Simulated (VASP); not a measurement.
Wanted: the native input for a VASP 6.6.1 run.

```
Task                   : relaxation of cell and atoms
Functional             : PBE
Potentials or basis    : VASP PAW PBE potentials, release 64 (Sn_d, Se)
Cutoff                 : 600 eV
k mesh                 : 8 × 8 × 8
Occupations            : fermi-dirac, width 0.02 eV
Spin                   : no spin polarisation
Dipole correction      : no
Further INCAR settings : ALGO = Normal; EDIFF = 1e-06; IBRION = 2; EDIFFG = -0.005; NSW = 80; ISIF = 3
```

The structure of SnSe lies in POSCAR:

```
SnSe
1.0
    3.3101765693      0.0000000000      0.0000000000
    0.0000000000      3.3101765693      0.0000000000
    0.0000000000      0.0000000000      3.3101765693
Sn Se
1 1
Direct
    0.0000000000      0.0000000000      0.0000000000
    0.5000000000      0.5000000000      0.5000000000
```

These files were run (other wordings do the same):

INCAR

```
SYSTEM = SnSe
PREC     = Accurate       ! precision mode
ENCUT    = 600            ! plane-wave cutoff, eV
EDIFF    = 1E-6           ! SCF threshold, eV
ISMEAR   = -1             ! smearing method
SIGMA    = 0.02           ! smearing width, eV
LREAL    = .False.        ! projectors in reciprocal space
LASPH    = .True.         ! aspherical terms in the spheres
NELM     = 60             ! most SCF steps
ALGO     = Normal         ! electronic algorithm
ISIF     = 3              ! what is computed and relaxed
LWAVE    = .False.        ! write WAVECAR
LCHARG   = .False.        ! write CHGCAR
GGA      = PE             ! functional
IBRION   = 2              ! ionic algorithm
NSW      = 80             ! ionic steps
EDIFFG   = -0.005         ! ionic threshold
```

KPOINTS

```
regular mesh
0
Gamma
  8 8 8
  0 0 0
```

Potentials or basis: VASP PAW PBE potentials, release 64 (Sn_d, Se).

Command:

```sh
$ cat potpaw_PBE.64/Sn_d/POTCAR potpaw_PBE.64/Se/POTCAR > POTCAR
$ mpirun -np 1 vasp_std > vasp.out
```

It gave:

```
Relaxed volume                         : 25.04 Å³/atom
Relaxed cell                           : a = 3.686 Å, b = 3.686 Å, c = 3.686 Å, α = 90.00°, β = 90.00°, γ = 90.00°
Space group after relaxing (to 0.05 Å) : Pm-3m (No. 221)
Energy gained by relaxing              : 504.8 meV/atom
Ionic steps                            : 21
Pressure after relaxing                : 0.0 GPa
Band gap on the k mesh                 : zero (band 10 reaches 6.37 eV, above the bottom of band 11 at 5.10 eV)
```

Caveat: the volume moved by over 15 % at a fixed basis, so the end points are rough; spin-orbit coupling is left out, which moves the levels of the heavy elements.

Wall time 77 s on 1 thread of Intel(R) Xeon(R) 6975P-C (Granite Rapids) (shared host), peak memory 0.17 GiB.
